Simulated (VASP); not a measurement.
# WC in VASP: single point with LDA

Aim: the single point of WC with LDA.

All numbers are computed with VASP 6.6.1; they aren't measurements. Logs are shortened: lines on timing, memory, paths and dates and some standing lists are left out, and cuts for length are marked.

## (1) The cell of the first run

The cell holds a slab with vacuum, 16 atoms: a = 5.722 Å, b = 5.613 Å, c = 17.129 Å, α = 90.00°, β = 90.00°, γ = 90.00°.

## (2) Single point, LDA

INCAR reads:

```
SYSTEM = WC
PREC     = Accurate       ! precision mode
ENCUT    = 520            ! plane-wave cutoff, eV
EDIFF    = 1E-7           ! SCF threshold, eV
ISMEAR   = -1             ! smearing method
SIGMA    = 0.05           ! smearing width, eV
LREAL    = Auto         
LASPH    = .True.         ! aspherical terms in the spheres
NELM     = 80             ! most SCF steps
ALGO     = Normal         ! electronic algorithm
ISIF     = 2              ! what is computed and relaxed
LWAVE    = .False.        ! write WAVECAR
LCHARG   = .True.         ! write CHGCAR
LELF     = .True.         ! ELF
LVHAR    = .True.       
NBANDS   = 86             ! bands
```

KPOINTS reads:

```
regular mesh
0
Gamma
  3 3 1
  0 0 0
```

POSCAR reads:

```
WC
1.0
    5.7218600000      0.0000000000      0.0000000000
    0.0000000000      5.6132400000      0.0000000000
    0.0000000000      0.0000000000     17.1293970000
W C
8 8
Direct
    0.0000000000      0.0000000000      0.0583792000
    0.2500000000      0.0000000000      0.2068456737
    0.0000000000      0.5000000000      0.0583792000
    0.2500000000      0.5000000000      0.2068456737
    0.5000000000      0.0000000000      0.0583792000
    0.7500000000      0.0000000000      0.2068456737
    0.5000000000      0.5000000000      0.0583792000
    0.7500000000      0.5000000000      0.2068456737
    0.5000000000      0.2500000000      0.1486182941
    0.2500000000      0.2500000000      0.2855764922
    0.5000000000      0.7500000000      0.1486182941
    0.2500000000      0.7500000000      0.2855764922
    1.0000000000      0.2500000000      0.1486182941
    0.7500000000      0.2500000000      0.2855764922
    1.0000000000      0.7500000000      0.1486182941
    0.7500000000      0.7500000000      0.2855764922
```

Potentials or basis: VASP PAW LDA potentials, release 64 (W_sv, C).

Launch:

```bash
$ cat potpaw_LDA.64/W_sv/POTCAR potpaw_LDA.64/C/POTCAR > POTCAR
$ mpirun -np 1 vasp_std > vasp.out
```

OUTCAR:

```text
SYSTEM = WC
   PREC = Accurate
   ENCUT = 520
   EDIFF = 1E-7
   ISMEAR = -1
   LREAL = Auto
   LASPH = .True.
   NELM = 80
   ISIF = 2

 ion  position               nearest neighbor table
   1  0.000  0.000  0.058-  13 2.09  15 2.09   3 2.81   3 2.81   5 2.86   5 2.86   2 2.92   6 2.92

   2  0.250  0.000  0.207-  10 1.95  12 1.95  11 2.24   9 2.24  13 2.24  15 2.24   4 2.81   4 2.81
                             6 2.86   6 2.86   5 2.92   1 2.92
   3  0.000  0.500  0.058-  13 2.09  15 2.09   1 2.81   1 2.81   7 2.86   7 2.86   4 2.92   8 2.92

   4  0.250  0.500  0.207-  10 1.95  12 1.95  11 2.24   9 2.24  13 2.24  15 2.24   2 2.81   2 2.81
                             8 2.86   8 2.86   7 2.92   3 2.92
   5  0.500  0.000  0.058-   9 2.09  11 2.09   7 2.81   7 2.81   1 2.86   1 2.86   6 2.92   2 2.92

   6  0.750  0.000  0.207-  14 1.95  16 1.95  13 2.24   9 2.24  15 2.24  11 2.24   8 2.81   8 2.81
                             2 2.86   2 2.86   5 2.92   1 2.92
   7  0.500  0.500  0.058-   9 2.09  11 2.09   5 2.81   5 2.81   3 2.86   3 2.86   4 2.92   8 2.92

   8  0.750  0.500  0.207-  14 1.95  16 1.95  13 2.24   9 2.24  15 2.24  11 2.24   6 2.81   6 2.81
                             4 2.86   4 2.86   3 2.92   7 2.92
   9  0.500  0.250  0.149-   5 2.09   7 2.09   2 2.24   6 2.24   4 2.24   8 2.24
  10  0.250  0.250  0.286-   2 1.95   4 1.95
  11  0.500  0.750  0.149-   5 2.09   7 2.09   2 2.24   6 2.24   4 2.24   8 2.24
  12  0.250  0.750  0.286-   2 1.95   4 1.95
  13  0.000  0.250  0.149-   1 2.09   3 2.09   2 2.24   4 2.24   6 2.24   8 2.24
  14  0.750  0.250  0.286-   6 1.95   8 1.95
  15  0.000  0.750  0.149-   1 2.09   3 2.09   2 2.24   4 2.24   6 2.24   8 2.24
  16  0.750  0.750  0.286-   6 1.95   8 1.95

  LATTYP: Found a simple orthorhombic cell.
 ALAT       =     5.6132400000
 B/A-ratio  =     1.0193506780
 C/A-ratio  =     3.0516060243

  Lattice vectors:

 A1 = (   0.0000000000,  -5.6132400000,   0.0000000000)
 A2 = (   5.7218600000,   0.0000000000,   0.0000000000)
 A3 = (   0.0000000000,   0.0000000000,  17.1293970000)

Analysis of symmetry for initial positions (statically):
=====================================================================
 Subroutine PRICEL returns following result:

  LATTYP: Found a simple orthorhombic cell.
 ALAT       =     2.8066200000
 B/A-ratio  =     1.0193506780
 C/A-ratio  =     6.1032120487

  Lattice vectors:

 A1 = (   0.0000000000,  -2.8066200000,   0.0000000000)
 A2 = (   2.8609300000,   0.0000000000,   0.0000000000)
 A3 = (   0.0000000000,   0.0000000000,  17.1293970000)

   4 primitive cells build up your supercell.

 Routine SETGRP: Setting up the symmetry group for a
 simple orthorhombic supercell.

 Subroutine GETGRP returns: Found  4 space group operations
 (whereof  4 operations were pure point group operations)
 out of a pool of  8 trial point group operations.

The static configuration has the point symmetry C_2v.

Analysis of symmetry for dynamics (positions and initial velocities):
=====================================================================
 Subroutine PRICEL returns following result:

  LATTYP: Found a simple orthorhombic cell.
 ALAT       =     2.8066200000
 B/A-ratio  =     1.0193506780
 C/A-ratio  =     6.1032120487

  Lattice vectors:

 A1 = (   0.0000000000,  -2.8066200000,   0.0000000000)
 A2 = (   2.8609300000,   0.0000000000,   0.0000000000)
 A3 = (   0.0000000000,   0.0000000000,  17.1293970000)

   4 primitive cells build up your supercell.

 Routine SETGRP: Setting up the symmetry group for a
 simple orthorhombic supercell.

 Subroutine GETGRP returns: Found  4 space group operations
 (whereof  4 operations were pure point group operations)
 out of a pool of  8 trial point group operations.

The dynamic configuration has the point symmetry C_2v.

 Subroutine INISYM returns: Found  4 space group operations
 (whereof  4 operations are pure point group operations),
 and found     4 'primitive' translations

----------------------------------------------------------------------------------------

                                     Primitive cell

  volume of cell :     137.5412

  direct lattice vectors                    reciprocal lattice vectors
     0.000000000 -2.806620000  0.000000000     0.000000000 -0.356300461  0.000000000
     2.860930000  0.000000000  0.000000000     0.349536689  0.000000000  0.000000000
     0.000000000  0.000000000 17.129397000     0.000000000  0.000000000  0.058379171

  length of vectors
     2.806620000  2.860930000 17.129397000     0.356300461  0.349536689  0.058379171

  position of ions in fractional coordinates (direct lattice)
     0.000000000  0.000000000  0.058379200
     0.000000000  0.500000000  0.206845674
     0.500000000  0.000000000  0.148618294
     0.500000000  0.500000000  0.285576492

  ion indices of the primitive-cell ions
   primitive index   ion index
                 1           1
                 2           2
                 3          13
                 4          10

----------------------------------------------------------------------------------------

 KPOINTS: regular mesh

Automatic generation of k-mesh.
 Grid dimensions read from file:
 generate k-points for:    3    3    1

 Generating k-lattice:

  Cartesian coordinates                     Fractional coordinates (reciprocal lattice)
     0.058256115  0.000000000  0.000000000     0.333333333  0.000000000  0.000000000
     0.000000000  0.059383410  0.000000000     0.000000000  0.333333333  0.000000000
     0.000000000  0.000000000  0.058379171     0.000000000  0.000000000  1.000000000

  Length of vectors
     0.058256115  0.059383410  0.058379171

  Shift w.r.t. Gamma in fractional coordinates (k-lattice)
     0.000000000  0.000000000  0.000000000

 Subroutine IBZKPT returns following result:
 ===========================================

 Found      4 irreducible k-points:

 Following reciprocal coordinates:
            Coordinates               Weight
  0.000000  0.000000  0.000000      1.000000
  0.333333  0.000000  0.000000      2.000000
  0.000000  0.333333  0.000000      2.000000
  0.333333  0.333333  0.000000      4.000000
   k-points           NKPTS =      4   k-points in BZ     NKDIM =      4   number of bands    NBANDS=     86
   number of dos      NEDOS =    301   number of ions     NIONS =     16
   total plane-waves  NPLWV = 258048
   dimension x,y,z NGX =    48 NGY =   42 NGZ =  128
   dimension x,y,z NGXF=    96 NGYF=   84 NGZF=  256
   ions per type =               8   8
   NGX,Y,Z   is equivalent  to a cutoff of  13.95, 12.44, 12.42 a.u.
   NGXF,Y,Z  is equivalent  to a cutoff of  27.89, 24.88, 24.85 a.u.
 SYSTEM =  WC
   PREC   = accura    normal or accurate (medium, high low for compatibility)
   ISTART =      0    job   : 0-new  1-cont  2-samecut
   ICHARG =      2    charge: 1-file 2-atom 10-const
   ISPIN  =      1    spin polarized calculation?
   LNONCOLLINEAR =      F non collinear calculations
   LSORBIT =      F    spin-orbit coupling
   LASPH  =      T    aspherical Exc in radial PAW
   ENCUT  =  520.0 eV  38.22 Ry    6.18 a.u.  10.64 10.44 31.85*2*pi/ulx,y,z
   NELM   =     80;   NELMIN=  2; NELMDL= -5     # of ELM steps
   EDIFF  = 0.1E-06   stopping-criterion for ELM
   LREAL  =      T    real-space projection
   EDIFFG = 0.1E-05   stopping-criterion for IOM
   NSW    =      0    number of steps for IOM
   IBRION =     -1    ionic relax: 0-MD 1-quasi-New 2-CG
   NFREE  =      0    steps in history (QN), initial steepest desc. (CG)
   ISIF   =      2    stress and relaxation
   ISYM   =      2    0-nonsym 1-usesym 2-fastsym
   POTIM  = 0.5000    time-step for ionic-motion
   TEBEG  =    0.0;   TEEND  =   0.0 temperature during run
   PSTRESS=    0.0 pullay stress
   NELECT =     144.0000    total number of electrons
   NUPDOWN=      -1.0000    fix difference up-down
   EMIN   =  10.00;   EMAX   =-10.00  energy-range for DOS
   EFERMI =   0.00;   METHOD = LEGACY
   ISMEAR =    -1;   SIGMA  =   0.05  broadening in eV -4-tet -1-fermi 0-gaus
   EFERMI_NEDOS =   21; number of points for ismear=-14 and -15
   IALGO  =     38    algorithm
   IMIX   =      4    mixing-type and parameters
     AMIX     =   0.40;   BMIX     =  1.00
     AMIX_MAG =   1.60;   BMIX_MAG =  1.00
  volume/ion in A,a.u.               =      34.39       232.04
  Fermi-wavevector in a.u.,A,eV,Ry     =   1.047204  1.978929 14.920646  1.096637
  Thomas-Fermi vector in A             =   2.182074
   LORBIT       =      0    0 simple, 1 ext, 2 COOP (PROOUT), +10 PAW based schemes
   GGA     = CA    functional components
   LHFCALC =     F    Hartree Fock is set to
   AEXX    =    0.0000 exact exchange contribution
   IVDW    =     0    specifies the selected vdW correction
   LEPSILON=     F    determine dielectric tensor
   LRPA    =     F    only Hartree local field effects (RPA)
 non-spin polarized calculation
  energy-cutoff  :      520.00
  volume of cell :      550.16
 maximum number of plane-waves:     14825
 NGX is ok and might be reduce to    42
   NGX = 21   NGY = 21   NGZ = 63

 number of electron     143.9999961 magnetization

 Free energy of the ion-electron system (eV)
  ---------------------------------------------------
  ext. energy  EPLUGINS =         0.00000000
  ---------------------------------------------------
  free energy    TOTEN  =      -166.80445624 eV

  energy without entropy =     -166.70360989  energy(sigma->0) =     -166.75403306

 E-fermi :  -0.4869     XC(G=0):  -5.5566

 val. band max:       -0.5266873959   @ k =   0.0000   0.3333   0.0000
 cond. band min:      -0.4378051795   @ k =   0.3333   0.3333   0.0000
 fundamental gap:      0.0888822164
 Fermi energy:        -0.4869124561

 k-point     1 :       0.0000    0.0000    0.0000
  band No.  band energies     occupation
      1     -74.3144      2.00000
      2     -74.2795      2.00000
      3     -74.2684      2.00000
      4     -74.2342      2.00000
      5     -73.9043      2.00000
      6     -73.8673      2.00000
[... 76 lines left out ...]
     83       2.0792      0.00000
     84       2.2809      0.00000

 k-point     2 :       0.3333    0.0000    0.0000
  band No.  band energies     occupation
      1     -74.3057      2.00000
      2     -74.2883      2.00000
      3     -74.2599      2.00000
      4     -74.2428      2.00000
      5     -73.8951      2.00000
      6     -73.8766      2.00000
[... 76 lines left out ...]
     83       1.2815      0.00000
     84       1.5974      0.00000

 k-point     3 :       0.0000    0.3333    0.0000
  band No.  band energies     occupation
      1     -74.3030      2.00000
      2     -74.2800      2.00000
      3     -74.2682      2.00000
      4     -74.2456      2.00000
      5     -73.8917      2.00000
      6     -73.8665      2.00000
[... 76 lines left out ...]
     83       1.6414      0.00000
     84       2.0579      0.00000

 k-point     4 :       0.3333    0.3333    0.0000
  band No.  band energies     occupation
      1     -74.2943      2.00000
      2     -74.2769      2.00000
      3     -74.2714      2.00000
      4     -74.2542      2.00000
      5     -73.8826      2.00000
      6     -73.8641      2.00000
[... 76 lines left out ...]
     83       0.9103      0.00000
     84       1.2739      0.00000
 [bands above 84 left out]

------------------------ aborting loop because EDIFF is reached ----------------------------------------

  FORCE on cell =-STRESS in cart. coord.  units (eV):
  Direction    XX          YY          ZZ          XY          YZ          ZX
  --------------------------------------------------------------------------------------
  -------------------------------------------------------------------------------------
  Total      -14.4774756     -1.8639594      1.9155925      0.0000000      0.0000000      0.0000000
  in kB      -42.1609617     -5.4281785      5.5785431      0.0000000      0.0000000      0.0000000
  external PRESSURE =     -14.0035324 kB  Pullay stress =       0.0000000 kB

 VOLUME and BASIS-vectors are now :
 -----------------------------------------------------------------------------
  energy-cutoff  :      520.00
  volume of cell :      550.16
      direct lattice vectors                 reciprocal lattice vectors
     5.721860000  0.000000000  0.000000000     0.174768345  0.000000000  0.000000000
     0.000000000  5.613240000  0.000000000     0.000000000  0.178150231  0.000000000
     0.000000000  0.000000000 17.129397000     0.000000000  0.000000000  0.058379171

 POSITION                                       TOTAL-FORCE (eV/Angst)
 -----------------------------------------------------------------------------------
      0.00000      0.00000      1.00000        -0.000000     -0.000000     -0.125363
      1.43047      0.00000      3.54314         0.000000     -0.000000     -0.055272
      0.00000      2.80662      1.00000        -0.000000      0.000000     -0.125363
      1.43047      2.80662      3.54314        -0.000000      0.000000     -0.055272
      2.86093      0.00000      1.00000        -0.000000     -0.000000     -0.125363
      4.29140      0.00000      3.54314        -0.000000     -0.000000     -0.055272
[... 8 lines left out ...]
      0.00000      4.20993      2.54574         0.000000      0.000000      0.015288
      4.29140      4.20993      4.89175         0.000000      0.000000      0.165347
 -----------------------------------------------------------------------------------
    total drift:                                0.000000      0.000000      0.006009

  FREE ENERGIE OF THE ION-ELECTRON SYSTEM (eV)
  ---------------------------------------------------
  free  energy   TOTEN  =      -166.8044562370 eV

  energy  without entropy=     -166.7036098876  energy(sigma->0) =     -166.75403306
```

It took 7.5 min on 1 thread of Intel Xeon Platinum 8259CL at 2.50GHz (Skylake/Cascade Lake), shared host; peak memory 0.45 GiB.

Results:

```yaml
Free_energy: -166.8045 eV
Largest_force: 0.165 eV/Å
Band_gap_on_the_k_mesh: zero (band 72 reaches -0.31 eV, above the bottom of band 73 at -0.53 eV)
```

Forces on the atoms (eV/Å):
```
W    0.000  0.000 -0.125
W    0.000  0.000 -0.055
W    0.000  0.000 -0.125
W    0.000  0.000 -0.055
W    0.000  0.000 -0.125
W    0.000  0.000 -0.055
W    0.000  0.000 -0.125
W    0.000  0.000 -0.055
C    0.000  0.000  0.015
C    0.000  0.000  0.165
C    0.000  0.000  0.015
C    0.000  0.000  0.165
C    0.000  0.000  0.015
C    0.000  0.000  0.165
C    0.000  0.000  0.015
C    0.000  0.000  0.165
```

Levels at points of the mesh, in eV from the Fermi level:
| k point | band 68 | band 69 | band 70 | band 71 | band 72 | band 73 | band 74 | band 75 |
| --- | --- | --- | --- | --- | --- | --- | --- | --- |
| (0.00, 0.00, 0.00) | -0.71 | -0.67 | -0.16 | -0.08 | 0.18 | 0.32 | 0.60 | 0.70 |

Caveat: the k points lie up to 0.37 Å⁻¹ apart; spin-orbit coupling is left out, which moves the levels of the heavy elements.
